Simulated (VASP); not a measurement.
# NaI (Fm-3m) in VASP: further runs

Aim: see how the results for NaI move with the level of theory and the settings. Levels: PBE0, PBE. Tasks: single point.

Everything below comes from runs of VASP 6.6.1. Logs are shortened: lines on timing, memory, paths and dates and some standing lists are left out, and cuts for length are marked.

## Step 1: The cell of the first run

Symmetry: Fm-3m, No. 225, cubic system. Conventional cell: a = 6.516 Å, b = 6.516 Å, c = 6.516 Å, α = 90.00°, β = 90.00°, γ = 90.00°. Within 4.3 Å of I (site symmetry m-3m) lie 6 Na at 3.26 Å. Within 4.3 Å of Na (site symmetry m-3m) lie 6 I at 3.26 Å.

## Step 2: Single point, PBE0

POSCAR

```
NaI
1.0
    0.0000000000      3.2578337372      3.2578337372
    3.2578337372      0.0000000000      3.2578337372
    3.2578337372      3.2578337372      0.0000000000
I Na
1 1
Direct
    0.5000000000      0.5000000000      0.5000000000
    0.0000000000      0.0000000000      0.0000000000
```

INCAR.step1

```
SYSTEM = NaI
PREC     = Accurate       ! precision mode
ENCUT    = 520            ! plane-wave cutoff, eV
EDIFF    = 1E-5           ! SCF threshold, eV
ISMEAR   = -1             ! smearing method
SIGMA    = 0.05           ! smearing width, eV
LREAL    = .FALSE.        ! projectors in reciprocal space
LASPH    = .TRUE.         ! aspherical terms in the spheres
NELM     = 100            ! most SCF steps
ALGO     = Normal         ! electronic algorithm
ISIF     = 2              ! what is computed and relaxed
LWAVE    = .TRUE.         ! write WAVECAR
LCHARG   = .FALSE.        ! write CHGCAR
NBANDS   = 14             ! bands
GGA      = PE             ! functional
```

INCAR.step2

```
SYSTEM = NaI
PREC     = Accurate       ! precision mode
ENCUT    = 520            ! plane-wave cutoff, eV
EDIFF    = 1E-6           ! SCF threshold, eV
ISMEAR   = -1             ! smearing method
SIGMA    = 0.05           ! smearing width, eV
LREAL    = .FALSE.        ! projectors in reciprocal space
LASPH    = .TRUE.         ! aspherical terms in the spheres
NELM     = 100            ! most SCF steps
ALGO     = Normal         ! electronic algorithm
ISIF     = 2              ! what is computed and relaxed
LWAVE    = .FALSE.        ! write WAVECAR
LCHARG   = .FALSE.        ! write CHGCAR
GGA      = PE             ! functional
LHFCALC  = .TRUE.         ! exact exchange
AEXX     = 0.25           ! exact-exchange fraction
PRECFOCK = Normal       
NBANDS   = 14             ! bands
ISTART   = 1
```

KPOINTS

```
regular mesh
0
G
  4 4 4
  0 0 0
```

Potentials or basis: VASP PAW PBE potentials, release 64 (I, Na_pv).

Run with:

```sh
$ cat potpaw_PBE.64/I/POTCAR potpaw_PBE.64/Na_pv/POTCAR > POTCAR
$ cp INCAR.step1 INCAR
$ mpirun -np 1 vasp_std > vasp.out
$ cp INCAR.step2 INCAR
$ mpirun -np 1 vasp_std > vasp.out
```

OUTCAR:

```text
SYSTEM = NaI
   PREC = Accurate
   ENCUT = 520
   EDIFF = 1E-6
   ISMEAR = -1
   LREAL = .FALSE.
   LASPH = .TRUE.
   NELM = 100
   ISIF = 2
   GGA = PE
   LHFCALC = .TRUE.
   AEXX = 0.25
   PRECFOCK = Normal
   ISTART = 1

 ion  position               nearest neighbor table
   1  0.500  0.500  0.500-
   2  0.000  0.000  0.000-

  LATTYP: Found a face centered cubic cell.
 ALAT       =     6.5156674744

  Lattice vectors:

 A1 = (   0.0000000000,   3.2578337372,   3.2578337372)
 A2 = (   3.2578337372,   0.0000000000,   3.2578337372)
 A3 = (   3.2578337372,   3.2578337372,   0.0000000000)

Analysis of symmetry for initial positions (statically):
=====================================================================
 Subroutine PRICEL returns:
 Original cell was already a primitive cell.

 Routine SETGRP: Setting up the symmetry group for a
 face centered cubic supercell.

 Subroutine GETGRP returns: Found 48 space group operations
 (whereof 48 operations were pure point group operations)
 out of a pool of 48 trial point group operations.

The static configuration has the point symmetry O_h .

Analysis of symmetry for dynamics (positions and initial velocities):
=====================================================================
 Subroutine PRICEL returns:
 Original cell was already a primitive cell.

 Routine SETGRP: Setting up the symmetry group for a
 face centered cubic supercell.

 Subroutine GETGRP returns: Found 48 space group operations
 (whereof 48 operations were pure point group operations)
 out of a pool of 48 trial point group operations.

The dynamic configuration has the point symmetry O_h .

 Subroutine INISYM returns: Found 48 space group operations
 (whereof 48 operations are pure point group operations),
 and found     1 'primitive' translations

----------------------------------------------------------------------------------------

                                     Primitive cell

  volume of cell :      69.1539

  direct lattice vectors                    reciprocal lattice vectors
     0.000000000  3.257833737  3.257833737    -0.153476218  0.153476218  0.153476218
     3.257833737  0.000000000  3.257833737     0.153476218 -0.153476218  0.153476218
     3.257833737  3.257833737  0.000000000     0.153476218  0.153476218 -0.153476218

  length of vectors
     4.607272655  4.607272655  4.607272655     0.265828607  0.265828607  0.265828607

  position of ions in fractional coordinates (direct lattice)
     0.500000000  0.500000000  0.500000000
     0.000000000  0.000000000  0.000000000

  ion indices of the primitive-cell ions
   primitive index   ion index
                 1           1
                 2           2

----------------------------------------------------------------------------------------

 KPOINTS: regular mesh

Automatic generation of k-mesh.
 Grid dimensions read from file:
 generate k-points for:    4    4    4

 Generating k-lattice:

  Cartesian coordinates                     Fractional coordinates (reciprocal lattice)
    -0.038369054  0.038369054  0.038369054     0.250000000  0.000000000  0.000000000
     0.038369054 -0.038369054  0.038369054     0.000000000  0.250000000  0.000000000
     0.038369054  0.038369054 -0.038369054     0.000000000  0.000000000  0.250000000

  Length of vectors
     0.066457152  0.066457152  0.066457152

  Shift w.r.t. Gamma in fractional coordinates (k-lattice)
     0.000000000  0.000000000  0.000000000

 Subroutine IBZKPT returns following result:
 ===========================================

 Found      8 irreducible k-points:

 Following reciprocal coordinates:
            Coordinates               Weight
  0.000000  0.000000  0.000000      1.000000
  0.250000  0.000000  0.000000      8.000000
  0.500000  0.000000  0.000000      4.000000
  0.250000  0.250000  0.000000      6.000000
  0.500000  0.250000  0.000000     24.000000
 -0.250000  0.250000  0.000000     12.000000
  0.500000  0.500000  0.000000      3.000000
 -0.250000  0.500000  0.250000      6.000000
   k-points           NKPTS =      8   k-points in BZ     NKDIM =     64   number of bands    NBANDS=     14
   number of dos      NEDOS =    301   number of ions     NIONS =      2
   total plane-waves  NPLWV =  46656
   dimension x,y,z NGX =    36 NGY =   36 NGZ =   36
   dimension x,y,z NGXF=    72 NGYF=   72 NGZF=   72
   ions per type =               1   1
   NGX,Y,Z   is equivalent  to a cutoff of  12.99, 12.99, 12.99 a.u.
   NGXF,Y,Z  is equivalent  to a cutoff of  25.98, 25.98, 25.98 a.u.
 SYSTEM =  NaI
   PREC   = accura    normal or accurate (medium, high low for compatibility)
   ISTART =      1    job   : 0-new  1-cont  2-samecut
   ICHARG =      0    charge: 1-file 2-atom 10-const
   ISPIN  =      1    spin polarized calculation?
   LNONCOLLINEAR =      F non collinear calculations
   LSORBIT =      F    spin-orbit coupling
   LASPH  =      T    aspherical Exc in radial PAW
   ENCUT  =  520.0 eV  38.22 Ry    6.18 a.u.   8.57  8.57  8.57*2*pi/ulx,y,z
   NELM   =    100;   NELMIN=  2; NELMDL=  0     # of ELM steps
   EDIFF  = 0.1E-05   stopping-criterion for ELM
   LREAL  =      F    real-space projection
   EDIFFG = 0.1E-04   stopping-criterion for IOM
   NSW    =      0    number of steps for IOM
   IBRION =     -1    ionic relax: 0-MD 1-quasi-New 2-CG
   NFREE  =      0    steps in history (QN), initial steepest desc. (CG)
   ISIF   =      2    stress and relaxation
   ISYM   =      3    0-nonsym 1-usesym 2-fastsym
   POTIM  = 0.5000    time-step for ionic-motion
   TEBEG  =    0.0;   TEEND  =   0.0 temperature during run
   PSTRESS=    0.0 pullay stress
   NELECT =      14.0000    total number of electrons
   NUPDOWN=      -1.0000    fix difference up-down
   EMIN   =  10.00;   EMAX   =-10.00  energy-range for DOS
   EFERMI =   0.00;   METHOD = LEGACY
   ISMEAR =    -1;   SIGMA  =   0.05  broadening in eV -4-tet -1-fermi 0-gaus
   EFERMI_NEDOS =   21; number of points for ismear=-14 and -15
   IALGO  =     38    algorithm
   IMIX   =      1    mixing-type and parameters
     AMIX     =   0.40;   BMIX     =  1.00
     AMIX_MAG =   1.60;   BMIX_MAG =  1.00
  volume/ion in A,a.u.               =      34.58       233.34
  Fermi-wavevector in a.u.,A,eV,Ry     =   0.961270  1.816536 12.572320  0.924039
  Thomas-Fermi vector in A             =   2.090627
   LORBIT       =      0    0 simple, 1 ext, 2 COOP (PROOUT), +10 PAW based schemes
   GGA     = PE    functional components
   LHFCALC =     T    Hartree Fock is set to
   PRECFOCK=normal    Normal, Fast or Accurate (Low or Medium for compatibility)
   ENCUT4O =  -1.0   cutoff for four orbital integrals eV
   NKREDX  =     1    reduce k-point grid by
   NKREDY  =     1    reduce k-point grid by
   NKREDZ  =     1    reduce k-point grid by
   AEXX    =    0.2500 exact exchange contribution
   HFSCREEN=    0.0000 screening length (either q_TF or 0.3 A-1)
   HFSCREENC=   0.0000 screening length for correlation (either q_TF or 0.3 A-1)
   ENCUTFOCK=  -1.0 apply spherical cutoff to Coloumb kernel
   IVDW    =     0    specifies the selected vdW correction
   LEPSILON=     F    determine dielectric tensor
   LRPA    =     F    only Hartree local field effects (RPA)
 non-spin polarized calculation
  energy-cutoff  :      520.00
  volume of cell :       69.15
 maximum number of plane-waves:      1892
 NGX is ok and might be reduce to    36
  NGX = 28; NGY = 28; NGZ = 28

 number of electron      13.9999992 magnetization

 Free energy of the ion-electron system (eV)
  ---------------------------------------------------
  ext. energy  EPLUGINS =         0.00000000
  ---------------------------------------------------
  free energy    TOTEN  =        -6.78452691 eV

  energy without entropy =       -6.78452691  energy(sigma->0) =       -6.78452691

 E-fermi :   0.6584     XC(G=0):  -6.0282

 val. band max:       -0.4250755360   @ k =   0.0000   0.0000   0.0000
 cond. band min:       4.8745144505   @ k =   0.0000   0.0000   0.0000
 fundamental gap:      5.2995899865
 Fermi energy:         0.6583611847

 k-point     1 :       0.0000    0.0000    0.0000
  band No.  band energies     occupation
      1     -25.2745      2.00000
      2     -25.2745      2.00000
      3     -25.2745      2.00000
      4     -12.3722      2.00000
      5      -0.4251      2.00000
      6      -0.4251      2.00000
      7      -0.4251      2.00000
      8       4.8745      0.00000
      9       9.3189      0.00000
     10       9.3189      0.00000
     11       9.3189      0.00000
     12      11.2492      0.00000
     13      11.2492      0.00000
     14      11.7862      0.00000

 k-point     2 :       0.2500    0.0000    0.0000
  band No.  band energies     occupation
      1     -25.2768      2.00000
      2     -25.2746      2.00000
      3     -25.2746      2.00000
      4     -12.2102      2.00000
      5      -1.7578      2.00000
      6      -0.5784      2.00000
      7      -0.5784      2.00000
      8       6.1810      0.00000
      9       8.8519      0.00000
     10       9.3696      0.00000
     11       9.3696      0.00000
     12      11.0081      0.00000
     13      11.0081      0.00000
     14      11.9033      0.00000

 k-point     3 :       0.5000    0.0000    0.0000
  band No.  band energies     occupation
      1     -25.2791      2.00000
      2     -25.2747      2.00000
      3     -25.2747      2.00000
      4     -12.0346      2.00000
      5      -2.7215      2.00000
      6      -0.7208      2.00000
      7      -0.7208      2.00000
      8       6.3423      0.00000
      9       8.8310      0.00000
     10       8.8310      0.00000
     11      10.2112      0.00000
     12      11.7143      0.00000
     13      13.8447      0.00000
     14      13.8447      0.00000

 k-point     4 :       0.2500    0.2500    0.0000
  band No.  band energies     occupation
      1     -25.2763      2.00000
      2     -25.2753      2.00000
      3     -25.2753      2.00000
      4     -12.1621      2.00000
      5      -1.6845      2.00000
      6      -0.8492      2.00000
      7      -0.8492      2.00000
      8       6.5791      0.00000
      9       7.6579      0.00000
     10       8.9566      0.00000
     11      10.6407      0.00000
     12      10.6407      0.00000
     13      11.9620      0.00000
     14      14.5368      0.00000

 k-point     5 :       0.5000    0.2500    0.0000
  band No.  band energies     occupation
      1     -25.2781      2.00000
      2     -25.2760      2.00000
      3     -25.2754      2.00000
      4     -11.9927      2.00000
      5      -2.3315      2.00000
      6      -1.3880      2.00000
      7      -0.9808      2.00000
      8       6.8025      0.00000
      9       8.0306      0.00000
     10       9.2002      0.00000
     11      10.1352      0.00000
     12      12.2007      0.00000
     13      13.9260      0.00000
     14      14.3566      0.00000

 k-point     6 :      -0.2500    0.2500    0.0000
  band No.  band energies     occupation
      1     -25.2777      2.00000
      2     -25.2762      2.00000
      3     -25.2747      2.00000
      4     -12.0448      2.00000
      5      -2.1771      2.00000
      6      -1.4356      2.00000
      7      -0.7262      2.00000
      8       7.5123      0.00000
      9       8.2410      0.00000
     10       8.7016      0.00000
     11       9.5763      0.00000
     12      11.0106      0.00000
     13      13.2907      0.00000
     14      14.3488      0.00000

 k-point     7 :       0.5000    0.5000    0.0000
  band No.  band energies     occupation
      1     -25.2782      2.00000
      2     -25.2761      2.00000
      3     -25.2761      2.00000
      4     -11.9484      2.00000
      5      -2.4438      2.00000
      6      -1.2127      2.00000
      7      -1.2127      2.00000
      8       5.8170      0.00000
      9       6.8259      0.00000
     10      11.2592      0.00000
     11      12.8042      0.00000
     12      12.8042      0.00000
     13      13.1645      0.00000
     14      14.8295      0.00000

 k-point     8 :      -0.2500    0.5000    0.2500
  band No.  band energies     occupation
      1     -25.2771      2.00000
      2     -25.2771      2.00000
      3     -25.2760      2.00000
      4     -11.9402      2.00000
      5      -1.9078      2.00000
      6      -1.9077      2.00000
      7      -1.3845      2.00000
      8       7.1828      0.00000
      9       8.8074      0.00000
     10       8.8074      0.00000
     11       9.3162      0.00000
     12      13.4919      0.00000
     13      13.4919      0.00000
     14      14.2713      0.00000

------------------------ aborting loop because EDIFF is reached ----------------------------------------

  FORCE on cell =-STRESS in cart. coord.  units (eV):
  Direction    XX          YY          ZZ          XY          YZ          ZX
  --------------------------------------------------------------------------------------
  -------------------------------------------------------------------------------------
  Total       -0.1043339     -0.1043339     -0.1043339     -0.0000000      0.0000000      0.0000000
  in kB       -2.4172384     -2.4172384     -2.4172384     -0.0000000      0.0000000      0.0000000
  external PRESSURE =      -2.4172384 kB  Pullay stress =       0.0000000 kB

 VOLUME and BASIS-vectors are now :
 -----------------------------------------------------------------------------
  energy-cutoff  :      520.00
  volume of cell :       69.15
      direct lattice vectors                 reciprocal lattice vectors
     0.000000000  3.257833737  3.257833737    -0.153476218  0.153476218  0.153476218
     3.257833737  0.000000000  3.257833737     0.153476218 -0.153476218  0.153476218
     3.257833737  3.257833737  0.000000000     0.153476218  0.153476218 -0.153476218

 POSITION                                       TOTAL-FORCE (eV/Angst)
 -----------------------------------------------------------------------------------
      3.25783      3.25783      3.25783         0.000000      0.000000      0.000000
      0.00000      0.00000      0.00000        -0.000000     -0.000000     -0.000000
 -----------------------------------------------------------------------------------
    total drift:                               -0.000000     -0.000000     -0.000000

  FREE ENERGIE OF THE ION-ELECTRON SYSTEM (eV)
  ---------------------------------------------------
  free  energy   TOTEN  =        -6.7845269059 eV

  energy  without entropy=       -6.7845269058  energy(sigma->0) =       -6.78452691
```

Wall time 2.9 min (1 thread of Intel Xeon 6975P-C (Granite Rapids), shared host); peak memory 0.21 GiB.

Results:

| Item | Value |
| --- | --- |
| Free energy | -6.7845 eV |
| Pressure | -0.2 GPa |
| Band gap on the k mesh | 5.30 eV, direct |

Levels at points of the mesh, in eV from the valence-band top:
```csv
k point,band 4,band 5,band 6,band 7,band 8,band 9,band 10,band 11
"(0.00, 0.00, 0.00)",-11.95,0.00,0.00,0.00,5.30,9.74,9.74,9.74
"(0.50, 0.00, 0.00)",-11.61,-2.30,-0.30,-0.30,6.77,9.26,9.26,10.64
"(0.50, 0.50, 0.00)",-11.52,-2.02,-0.79,-0.79,6.24,7.25,11.68,13.23
```

Caveat: the PAW data sets were made with another functional, which shifts forces and pressure a little; spin-orbit coupling is left out, which moves the levels of the heavy elements.

## Step 3: Single point, PBE0

This run uses another cell than the first one, of 35.25 Å³/atom, 1.020 times its volume.

POSCAR

```
NaI
1.0
    0.0000000000      3.2789890945      3.2789890945
    3.2789890945      0.0000000000      3.2789890945
    3.2789890945      3.2789890945      0.0000000000
I Na
1 1
Direct
    0.5000000000      0.5000000000      0.5000000000
    0.0000000000      0.0000000000      0.0000000000
```

INCAR.step1

```
SYSTEM = NaI
  PREC = Accurate
  ENCUT = 520
  EDIFF = 1E-5
  ISMEAR = -1
  SIGMA = 0.05
  LREAL = .FALSE.
  LASPH = .TRUE.
  NELM = 100
  ALGO = Normal
  ISIF = 2
  LWAVE = .TRUE.
  LCHARG = .FALSE.
  GGA = PE
  NBANDS = 14
```

INCAR.step2

```
SYSTEM = NaI
  PREC = Accurate
  ENCUT = 520
  EDIFF = 1E-6
  ISMEAR = -1
  SIGMA = 0.05
  LREAL = .FALSE.
  LASPH = .TRUE.
  NELM = 100
  ALGO = Normal
  ISIF = 2
  LWAVE = .FALSE.
  LCHARG = .FALSE.
  GGA = PE
  LHFCALC = .TRUE.
  AEXX = 0.25
  PRECFOCK = Normal
  ISTART = 1
  NBANDS = 14
```

KPOINTS is that of step 2.

Potentials or basis: VASP PAW PBE potentials, release 64 (I, Na_pv).

Run with:

```sh
$ cat potpaw_PBE.64/I/POTCAR potpaw_PBE.64/Na_pv/POTCAR > POTCAR
$ cp INCAR.step1 INCAR
$ mpirun -np 1 vasp_std > vasp.out
$ cp INCAR.step2 INCAR
$ mpirun -np 1 vasp_std > vasp.out
```

Run time: 2.9 min. Hardware: 1 thread of Intel Xeon 6975P-C (Granite Rapids), shared host; peak memory 0.21 GiB.

It converged, with:

```yaml
Free_energy: -6.7814 eV
Pressure: -0.5 GPa
Band_gap_on_the_k_mesh: 5.25 eV, direct
```

Levels at points of the mesh, in eV from the valence-band top:
| k point | band 5 | band 6 | band 7 | band 8 | band 9 | band 10 |
| --- | --- | --- | --- | --- | --- | --- |
| (0.00, 0.00, 0.00) | 0.00 | 0.00 | 0.00 | 5.25 | 9.74 | 9.74 |
| (0.50, 0.00, 0.00) | -2.22 | -0.28 | -0.28 | 6.76 | 9.24 | 9.24 |
| (0.50, 0.50, 0.00) | -1.95 | -0.76 | -0.76 | 6.22 | 7.28 | 11.55 |

Caveat: the PAW data sets were made with another functional, which shifts forces and pressure a little; spin-orbit coupling is left out, which moves the levels of the heavy elements.

[end of part 1 of 2]
